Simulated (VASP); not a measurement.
# Si3C (alt) in VASP: further runs, part 2 of 2

VASP 6.6.1.

## Step 3: Single point, PBE

This run uses another cell than the first one, of 14.71 Å³/atom, 1.002 times its volume.

File INCAR:

```
SYSTEM = Si3C
  PREC = Accurate
  ENCUT = 520
  EDIFF = 1E-6
  ISMEAR = 0
  SIGMA = 0.1
  LREAL = .FALSE.
  LASPH = .TRUE.
  NELM = 100
  ALGO = Normal
  ISIF = 2
  LWAVE = .FALSE.
  LCHARG = .TRUE.
  GGA = PE
  LELF = .TRUE.
  LVHAR = .TRUE.
  NBANDS = 16
```

File KPOINTS:

```
regular mesh
0
G
  6 6 6
  0 0 0
```

File POSCAR:

```
Si3C
1.0
    0.0000000000     -2.3898806394     -2.3898806394
   -2.3898806394      0.0000000000     -2.3898806394
    2.6364381210      2.6364381210     -5.0263187604
C Si
1 3
Direct
    0.8742411951      0.8742411951      0.3772764146
    0.3703680204      0.3703680204      0.8888959388
    0.7668871405      0.7668871405      0.6993385785
    0.2385036440      0.2385036440      0.2844890681
```

Potentials or basis: VASP PAW PBE potentials, release 64 (C, Si).

Launch:

```bash
cat potpaw_PBE.64/C/POTCAR potpaw_PBE.64/Si/POTCAR > POTCAR
mpirun -np 1 vasp_std > vasp.out
```

OUTCAR:

```text
SYSTEM = Si3C
   PREC = Accurate
   ENCUT = 520
   EDIFF = 1E-6
   ISMEAR = 0
   LREAL = .FALSE.
   LASPH = .TRUE.
   NELM = 100
   ISIF = 2
   GGA = PE

 ion  position               nearest neighbor table
   1  0.874  0.874  0.377-   3 1.92   4 2.03   4 2.03   4 2.03
   2  0.370  0.370  0.889-   3 2.25   3 2.25   3 2.25   4 2.35
   3  0.767  0.767  0.699-   1 1.92   2 2.25   2 2.25   2 2.25   4 3.15   4 3.15   4 3.15
   4  0.239  0.239  0.284-   1 2.03   1 2.03   1 2.03   2 2.35   3 3.15   3 3.15   3 3.15

  LATTYP: Found a trigonal (rhomboedric) cell.
 ALAT       =     6.2582339532
 COS(alpha) =     0.8541693428

  Lattice vectors:

 A1 = (   2.6364381210,   5.0263187604,  -2.6364381210)
 A2 = (   5.0263187604,   2.6364381210,  -2.6364381210)
 A3 = (   2.6364381210,   2.6364381210,  -5.0263187604)

Analysis of symmetry for initial positions (statically):
=====================================================================
 Subroutine PRICEL returns:
 Original cell was already a primitive cell.

 Routine SETGRP: Setting up the symmetry group for a
 trigonal (rhombohedral) supercell.

 Subroutine GETGRP returns: Found  6 space group operations
 (whereof  6 operations were pure point group operations)
 out of a pool of 12 trial point group operations.

The static configuration has the point symmetry C_3v.

Analysis of symmetry for dynamics (positions and initial velocities):
=====================================================================
 Subroutine PRICEL returns:
 Original cell was already a primitive cell.

 Routine SETGRP: Setting up the symmetry group for a
 trigonal (rhombohedral) supercell.

 Subroutine GETGRP returns: Found  6 space group operations
 (whereof  6 operations were pure point group operations)
 out of a pool of 12 trial point group operations.

The dynamic configuration has the point symmetry C_3v.

 Subroutine INISYM returns: Found  6 space group operations
 (whereof  6 operations are pure point group operations),
 and found     1 'primitive' translations

[... 115 lines left out ...]
   IALGO  =     38    algorithm
   IMIX   =      4    mixing-type and parameters
     AMIX     =   0.40;   BMIX     =  1.00
     AMIX_MAG =   1.60;   BMIX_MAG =  1.00
  volume/ion in A,a.u.               =      14.71        99.24
  Fermi-wavevector in a.u.,A,eV,Ry     =   1.060709  2.004449 15.307964  1.125104
  Thomas-Fermi vector in A             =   2.196100
   LORBIT       =      0    0 simple, 1 ext, 2 COOP (PROOUT), +10 PAW based schemes
   GGA     = PE    functional components
   LHFCALC =     F    Hartree Fock is set to
   AEXX    =    0.0000 exact exchange contribution
   IVDW    =     0    specifies the selected vdW correction
   LEPSILON=     F    determine dielectric tensor
   LRPA    =     F    only Hartree local field effects (RPA)
 non-spin polarized calculation
 Gauss-broadening in eV      SIGMA  =   0.10
  energy-cutoff  :      520.00
  volume of cell :       58.82
 maximum number of plane-waves:      1603
 NGX is ok and might be reduce to    28
   NGX = 13   NGY = 13   NGZ = 23

 number of electron      16.0000000 magnetization

 Free energy of the ion-electron system (eV)
  ---------------------------------------------------
  ext. energy  EPLUGINS =         0.00000000
  ---------------------------------------------------
  free energy    TOTEN  =       -24.23103988 eV

  energy without entropy =      -24.22303917  energy(sigma->0) =      -24.22703952

 E-fermi :   8.0726     XC(G=0): -10.3457

 val. band max:        8.0105013885   @ k =  -0.3333   0.5000   0.1667
 cond. band min:       8.0775534537   @ k =  -0.1667  -0.1667   0.3333
 fundamental gap:      0.0670520652
 Fermi energy:         8.0725828301

 k-point     1 :       0.0000    0.0000    0.0000
  band No.  band energies     occupation
      1      -7.1489      2.00000
      2      -3.6797      2.00000
      3      -1.1011      2.00000
      4       4.9422      2.00000
      5       4.9422      2.00000
      6       6.2509      2.00000
[... 433 lines left out ...]
      3      -0.0249      2.00000
      4       1.7957      2.00000
      5       3.4915      2.00000
      6       3.7733      2.00000
[... 8 lines left out ...]
     15      16.3468      0.00000
     16      16.8285      0.00000

 [... further k-points ...]
[... 5 lines left out ...]
  --------------------------------------------------------------------------------------
  -------------------------------------------------------------------------------------
  Total       -0.0432059     -0.0432059     -0.0432059      0.0078870     -0.0078870     -0.0078870
  in kB       -1.1767883     -1.1767883     -1.1767883      0.2148151     -0.2148151     -0.2148151
  external PRESSURE =      -1.1767883 kB  Pullay stress =       0.0000000 kB

 VOLUME and BASIS-vectors are now :
 -----------------------------------------------------------------------------
  energy-cutoff  :      520.00
  volume of cell :       58.82
      direct lattice vectors                 reciprocal lattice vectors
     0.000000000 -2.389880639 -2.389880639     0.107111991 -0.311318948 -0.107111991
    -2.389880639  0.000000000 -2.389880639    -0.311318948  0.107111991 -0.107111991
     2.636438121  2.636438121 -5.026318760     0.097094967  0.097094967 -0.097094967

 POSITION                                       TOTAL-FORCE (eV/Angst)
 -----------------------------------------------------------------------------------
     -1.09467     -1.09467     -6.07498         0.010155      0.010155     -0.010155
      1.45838      1.45838     -6.23815         0.017945      0.017945     -0.017945
      0.01099      0.01099     -7.18064        -0.008473     -0.008473      0.008473
      0.18004      0.18004     -2.56992        -0.019627     -0.019627      0.019627
 -----------------------------------------------------------------------------------
    total drift:                               -0.000181     -0.000181      0.000181

  FREE ENERGIE OF THE ION-ELECTRON SYSTEM (eV)
  ---------------------------------------------------
  free  energy   TOTEN  =       -24.2310398797 eV

  energy  without entropy=      -24.2230391656  energy(sigma->0) =      -24.22703952
```

It took 34 s on 1 thread of Intel Xeon Platinum 8259CL at 2.50GHz (Skylake/Cascade Lake), shared host; peak memory 0.18 GiB.

What came out:

* Free energy: -24.2310 eV
* Pressure: -0.1 GPa
* Largest force: 0.034 eV/Å
* Band gap on the k mesh: zero (band 8 reaches 8.97 eV, above the bottom of band 9 at 7.36 eV)

Forces in eV/Å, atoms in the order of the input:
```
C    0.010  0.010 -0.010
Si   0.018  0.018 -0.018
Si  -0.008 -0.008  0.008
Si  -0.020 -0.020  0.020
```

Levels at points of the mesh, in eV from the Fermi level:
| k point | band 4 | band 5 | band 6 | band 7 | band 8 | band 9 | band 10 | band 11 | band 12 | band 13 |
| --- | --- | --- | --- | --- | --- | --- | --- | --- | --- | --- |
| (0.00, 0.00, 0.00) | -3.13 | -3.13 | -1.82 | 0.08 | 0.90 | 0.90 | 2.39 | 3.40 | 3.40 | 4.11 |
| (0.50, 0.00, 0.00) | -7.15 | -5.44 | -4.80 | -4.50 | -1.60 | 0.72 | 1.84 | 2.52 | 4.69 | 5.02 |
| (0.50, 0.50, 0.00) | -8.27 | -4.63 | -4.59 | -2.57 | -1.18 | -0.71 | 0.60 | 1.70 | 3.34 | 3.64 |
| (0.00, 0.00, 0.50) | -5.35 | -3.12 | -3.12 | 0.64 | 0.64 | 1.16 | 2.62 | 3.83 | 3.83 | 4.79 |

Caveat: the k points lie up to 0.36 Å⁻¹ apart.

## Step 4: Relaxation of cell and atoms, PBE

This run uses another cell than the first one, of 15.39 Å³/atom, 1.048 times its volume.

File INCAR:

```
PREC = Accurate ; ENCUT = 600
EDIFF = 1E-6 ; ISMEAR = 0
SIGMA = 0.1 ; LREAL = F
LASPH = T ; NELM = 100
ALGO = Normal ; ISIF = 3
LWAVE = F ; LCHARG = F
GGA = PE ; IBRION = 2
NSW = 100 ; EDIFFG = -0.05
```

File KPOINTS:

```
regular mesh
0
Gamma
  6 6 6
```

File POSCAR:

```
Si3C
1.0
    0.0000000000     -2.4872308900     -2.4872308900
   -2.4872308900      0.0000000000     -2.4872308900
    2.4872308900      2.4872308900     -4.9744617800
C Si
1 3
Direct
    0.8750000000      0.8750000000      0.3750000000
    0.3750000000      0.3750000000      0.8750000000
    0.7500000000      0.7500000000      0.7500000000
    0.2500000000      0.2500000000      0.2500000000
```

Potentials or basis: VASP PAW PBE potentials, release 64 (C, Si).

Launch:

```bash
cat potpaw_PBE.64/C/POTCAR potpaw_PBE.64/Si/POTCAR > POTCAR
mpirun -np 1 vasp_std > vasp.out
```

OUTCAR:

```text
PREC = Accurate
   ENCUT = 600
   EDIFF = 1E-6
   ISMEAR = 0
   LREAL = F
   LASPH = T
   NELM = 100
   ISIF = 3
   GGA = PE
   IBRION = 2
   NSW = 100
   EDIFFG = -0.05

 ion  position               nearest neighbor table
   1  0.875  0.875  0.375-   3 2.15   4 2.15   4 2.15   4 2.15
   2  0.375  0.375  0.875-   3 2.15   4 2.15   3 2.15   3 2.15
   3  0.750  0.750  0.750-   2 2.15   2 2.15   1 2.15   2 2.15
   4  0.250  0.250  0.250-   1 2.15   1 2.15   1 2.15   2 2.15

  LATTYP: Found a trigonal (rhomboedric) cell.
 ALAT       =     6.0924465530
 COS(alpha) =     0.8333333333

  Lattice vectors:

 A1 = (   2.4872308900,   4.9744617800,  -2.4872308900)
 A2 = (   4.9744617800,   2.4872308900,  -2.4872308900)
 A3 = (   2.4872308900,   2.4872308900,  -4.9744617800)

Analysis of symmetry for initial positions (statically):
=====================================================================
 Subroutine PRICEL returns:
 Original cell was already a primitive cell.

 Routine SETGRP: Setting up the symmetry group for a
 trigonal (rhombohedral) supercell.

 Subroutine GETGRP returns: Found  6 space group operations
[... 177 lines left out ...]
  -------------------------------------------------------------------------------------
  Total        1.9181104      1.9181104      1.9181104     -0.0288331      0.0288331      0.0288331
  in kB       49.9316454     49.9316454     49.9316454     -0.7505737      0.7505737      0.7505737
  external PRESSURE =      49.9316454 kB  Pullay stress =       0.0000000 kB
[... 63 lines left out ...]
--------------------------------------- Ionic step        3  -------------------------------------------

 number of electron      16.0000000 magnetization

 E-fermi :   6.6636     XC(G=0):  -9.8739

 val. band max:        6.5506978605   @ k =   0.0000   0.0000   0.3333
 cond. band min:       6.6898288540   @ k =   0.0000   0.0000   0.1667
 fundamental gap:      0.1391309935
 Fermi energy:         6.6635906408

 k-point     1 :       0.0000    0.0000    0.0000
  band No.  band energies     occupation
      1      -7.2427      2.00000
      2      -4.1600      2.00000
      3      -1.2695      2.00000
      4       4.0545      2.00000
      5       4.0545      2.00000
      6       5.8832      2.00000
      7       6.3068      2.00000
      8       6.7661      0.14714
      9       6.7661      0.14714
     10       9.5271      0.00000
     11       9.7914      0.00000
     12       9.7914      0.00000
[... 572 lines left out ...]
--------------------------------------- Ionic step        9  -------------------------------------------

 number of electron      16.0000000 magnetization

 Free energy of the ion-electron system (eV)
  ---------------------------------------------------
  ext. energy  EPLUGINS =         0.00000000
  ---------------------------------------------------
  free energy    TOTEN  =       -24.23376387 eV

  energy without entropy =      -24.22926695  energy(sigma->0) =      -24.23151541

 E-fermi :   7.8769     XC(G=0): -10.2616

 val. band max:        7.8711469574   @ k =  -0.3333   0.0000   0.3333
 cond. band min:       7.8799114996   @ k =   0.0000   0.0000   0.0000
 fundamental gap:      0.0087645423
 Fermi energy:         7.8768714406

 k-point     1 :       0.0000    0.0000    0.0000
  band No.  band energies     occupation
      1      -7.1436      2.00000
      2      -3.6674      2.00000
      3      -1.1018      2.00000
      4       4.7816      2.00000
      5       4.7816      2.00000
      6       6.2867      2.00000
      7       7.8799      0.96571
      8       8.5472      0.00000
      9       8.5472      0.00000
     10      10.4101      0.00000
     11      11.1309      0.00000
     12      11.1309      0.00000
[... 376 lines left out ...]
  FREE ENERGIE OF THE ION-ELECTRON SYSTEM (eV)
  ---------------------------------------------------
  free  energy   TOTEN  =       -24.2337638661 eV

  energy  without entropy=      -24.2292669503  energy(sigma->0) =      -24.23151541

 reached required accuracy - stopping structural energy minimisation
```

OSZICAR:

```text
N       E                     dE             d eps       ncg     rms          rms(c)
DAV:   1     0.401994433706E+02    0.40199E+02   -0.72047E+03   768   0.127E+03
DAV:   2    -0.208601431668E+02   -0.61060E+02   -0.56608E+02  1020   0.171E+02
DAV:   3    -0.243236554922E+02   -0.34635E+01   -0.34180E+01  1016   0.405E+01
[... 75 lines left out ...]
DAV:   1    -0.242338583109E+02   -0.16062E-02   -0.26314E-02   840   0.124E+00    0.121E-01
DAV:   2    -0.242337984582E+02    0.59853E-04   -0.11440E-03   992   0.278E-01    0.526E-02
DAV:   3    -0.242337656475E+02    0.32811E-04   -0.19008E-04   952   0.105E-01    0.194E-02
DAV:   4    -0.242337634211E+02    0.22264E-05   -0.25461E-05   916   0.403E-02    0.129E-02
DAV:   5    -0.242337638661E+02   -0.44506E-06   -0.49367E-06   876   0.154E-02
   9 F= -.24233764E+02 E0= -.24231515E+02  d E =-.760339E-02
```

CONTCAR:

```text
Si3C
   1.00000000000000
     0.0000000000000000   -2.4208320135815540   -2.4208320135815540
    -2.4208320135815540    0.0000000000000000   -2.4208320135815540
     2.5877964275313836    2.5877964275313836   -5.0086284411129363
  C               Si
     1     3
Direct
     0.8741808527152790    0.8741808527152790    0.3774574418541631
     0.3718610953755329    0.3718610953755329    0.8844167138734013
     0.7653026888232344    0.7653026888232344    0.7040919335302968
     0.2386553630859538    0.2386553630859538    0.2840339107421389

  0.00000000E+00  0.00000000E+00  0.00000000E+00
  0.00000000E+00  0.00000000E+00  0.00000000E+00
  0.00000000E+00  0.00000000E+00  0.00000000E+00
  0.00000000E+00  0.00000000E+00  0.00000000E+00
```

Run time: 2.3 min. Hardware: 1 thread of Intel Xeon Platinum 8259CL at 2.50GHz (Skylake/Cascade Lake), shared host; peak memory 0.2 GiB.

Results:

* Free energy: -24.2338 eV
* Relaxed volume: 14.92 Å³/atom
* Relaxed cell: a = 3.424 Å, b = 3.424 Å, c = 6.203 Å, α = 73.98°, β = 73.98°, γ = 60.00°
* Space group after relaxing (to 0.05 Å): R3m (No. 160)
* Energy gained by relaxing: 271.1 meV/atom
* Ionic steps: 9
* Pressure after relaxing: -0.1 GPa
* Largest force after relaxing: 0.029 eV/Å
* Band gap on the k mesh: zero (band 8 reaches 8.55 eV, above the bottom of band 9 at 7.30 eV)

Forces on the atoms (eV/Å):
```
C    0.013  0.013 -0.013
Si  -0.007 -0.007  0.007
Si  -0.017 -0.017  0.017
Si   0.011  0.011 -0.011
```

The path:
```csv
step,energy change (eV),largest force (eV/Å),pressure (GPa),volume (Å³)
1,0.0000,4.7266,4.99,61.55
2,-0.8278,0.8783,-8.28,65.92
3,-0.8534,1.1977,-7.03,65.22
4,-0.9956,1.1958,1.76,59.75
5,-1.0197,0.4363,-1.01,61.13
6,-1.0762,0.4516,0.84,59.57
7,-1.0769,0.4532,1.09,59.38
8,-1.0829,0.1961,-0.73,59.83
9,-1.0845,0.0294,-0.14,59.68
```

Final structure:
```xyz
4
Lattice="0.0000 -2.4208 -2.4208 -2.4208 0.0000 -2.4208 2.5878 2.5878 -5.0086" Properties=species:S:1:pos:R:3 pbc="T T T"
C    -1.1395   -1.1395   -6.1230
Si    1.3885    1.3885   -6.2301
Si   -0.0306   -0.0306   -7.2319
Si    0.1573    0.1573   -2.5781
```

Caveat: the relaxation stopped at a loose force limit of 0.05 eV/Å, so its end isn't a converged minimum.

## Step 5: Overview

```csv
task,cell,k mesh,cutoff (eV),gap on the mesh (eV),pressure (GPa),largest force (eV/Å)
single point,"a = 3.374, b = 3.374, c = 6.264 Å, angles 74.4, 74.4, 60.0°, 4 atoms",15 × 15 × 14,520,none,-0.1,0.02
single point,"a = 3.380, b = 3.380, c = 6.258 Å, angles 74.3, 74.3, 60.0°, 4 atoms",6 × 6 × 6,520,none,-0.1,0.03
relaxation of cell and atoms,"relaxed from a = 3.517, b = 3.517, c = 6.092 Å, angles 73.2, 73.2, 60.0°, 4 atoms",6 × 6 × 6,600,none,-0.1,0.03
```

Alike in all rows: level PBE; potentials or basis VASP PAW PBE potentials, release 64 (C, Si); no spin polarisation; smearing gaussian 0.1 eV.

Caveats: some runs use coarse meshes; the relaxation stopped at a loose force limit of 0.05 eV/Å, so its end isn't a converged minimum (some runs).

Absolute energies hang on the potentials; compare differences alone.
